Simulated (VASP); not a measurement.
# Ag: electric field gradients with LDA

Crystal: Ag.

```xyz
4
Lattice="2.8472 0.0000 0.0000 -1.4236 2.4657 0.0000 0.0000 0.0000 9.8648" Properties=species:S:1:pos:R:3 pbc="T T T"
Ag    0.0000    1.6438    2.4662
Ag    1.4236    0.8219    7.3986
Ag    0.0000    0.0000    0.0000
Ag    0.0000    0.0000    4.9324
```

This isn't the form of Ag at room conditions, which is fcc.

- Program: VASP 6.6.1
- Task: electric field gradients
- Functional: LDA
- Potentials or basis: VASP PAW LDA potentials, release 64 (Ag)
- Cutoff: 520 eV
- k mesh: 14 × 14 × 4
- Occupations: fermi-dirac, width 0.08 eV
- Spin: no spin polarisation
- Dipole correction: no
- Further INCAR settings: ALGO = Normal; EDIFF = 1e-08; NBANDS = 30

| Quantity | Value |
| --- | --- |
| Pressure | -7.9 GPa |
| Band gap on the k mesh | zero (bands 22 and 23 overlap by 6.14 eV) |
| Largest electric field gradient by atom | Ag +13.2, +11.6 (each value once) V/Å² |

Stress tensor (GPa, compression positive):
```
 -6.31   0.00   0.00
  0.00  -6.31   0.00
  0.00   0.00 -11.11
```

Levels at points of the mesh, in eV from the Fermi level:
```tsv
k point	band 19	band 20	band 21	band 22	band 23	band 24	band 25	band 26
(0.00, 0.00, 0.00)	-3.43	-3.31	-3.31	-2.96	-2.96	-0.76	2.74	9.78
(0.50, 0.00, 0.00)	-2.68	-2.64	-0.01	0.81	1.20	1.71	4.42	4.44
(0.00, 0.00, 0.50)	-3.09	-3.09	-3.09	-3.09	-2.68	-2.68	5.44	5.44
(0.50, 0.00, 0.50)	-2.65	-2.65	0.40	0.40	1.54	1.54	4.72	4.72
```

Electric field gradients, principal values (V/Å²):
```tsv
atom	least	middle	greatest (by size)
1 Ag	-6.602	-6.602	13.204
2 Ag	-6.602	-6.602	13.204
3 Ag	-5.775	-5.775	11.550
4 Ag	-5.775	-5.775	11.550
```

It took 4.3 min on 1 thread of Intel Xeon 8259CL (shared host), peak memory 0.21 GiB.

Caveat: the cell stands under tension; without QUAD_EFG the Cq values of the log hold for a quadrupole moment of 1 mb, not for the nuclei.
